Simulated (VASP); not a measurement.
## Fe: single point with PBE

Crystal: Fe.

```xyz
1
Lattice="-1.4677 1.4158 1.4819 1.4677 -1.4158 1.4819 1.4677 1.4158 -1.4819" Properties=species:S:1:pos:R:3 pbc="T T T"
Fe    0.0000    0.0000    0.0000
```

This cell differs from its parent crystal: normal strain along x +0.0367, normal strain along z +0.0467.

| Property | Result |
| --- | --- |
| Program | VASP 6.6.1 |
| Task | single point |
| Functional | PBE |
| Potentials or basis | VASP PAW PBE potentials, release 64 (Fe) |
| Cutoff | 520 eV |
| k mesh | 10 × 10 × 10 |
| Occupations | gaussian, width 0.15 eV |
| Spin | collinear spin, ferromagnetic start |
| Starting moments | [2.44] μB |

| Quantity | Value |
| --- | --- |
| Pressure | -12.8 GPa |
| Net moment | 2.30 μB per cell |
| Site moments | Fe +2.32 μB |
| Valence electrons inside the program's atomic spheres | Fe 7.11 |

Stress tensor (GPa, compression positive):
```
-13.78   0.00   0.00
  0.00 -10.68   0.00
  0.00   0.00 -14.03
```

Levels at points of the mesh, in eV from the Fermi level:
Spin up:
| k point | band 3 | band 4 | band 5 | band 6 | band 7 | band 8 |
| --- | --- | --- | --- | --- | --- | --- |
| (0.00, 0.00, 0.00) | -2.10 | -2.07 | -1.19 | -1.00 | 23.84 | 24.02 |
| (0.50, 0.00, 0.00) | -1.09 | -0.80 | 0.23 | 0.66 | 6.77 | 17.53 |
| (0.00, 0.50, 0.00) | -1.17 | -1.00 | 0.18 | 0.38 | 6.40 | 18.33 |
| (0.50, 0.50, 0.00) | -1.02 | -0.79 | 0.24 | 0.73 | 6.87 | 17.32 |
| (0.50, 0.50, 0.50) | -0.06 | -0.03 | 0.05 | 8.74 | 9.09 | 10.44 |
Spin down:
```csv
k point,band 1,band 2,band 3,band 4,band 5,band 6,band 7,band 8
"(0.00, 0.00, 0.00)",-7.80,-0.30,-0.04,0.02,1.58,1.90,23.53,23.72
"(0.50, 0.00, 0.00)",-3.15,-1.33,0.72,1.63,2.04,2.58,8.18,17.55
"(0.00, 0.50, 0.00)",-3.19,-1.04,0.42,1.40,1.92,2.57,7.82,18.28
"(0.50, 0.50, 0.00)",-3.14,-1.41,0.79,1.71,2.05,2.58,8.27,17.36
"(0.50, 0.50, 0.50)",-2.52,-2.45,2.31,2.31,2.32,8.98,9.33,10.69
```

Wall time 37 s on 1 thread of Intel(R) Xeon(R) Platinum 8488C (Sapphire Rapids), with other jobs on the host, peak memory 0.16 GiB.

Caveat: the cell differs from its parent crystal (normal strain along x +0.0367, normal strain along z +0.0467).
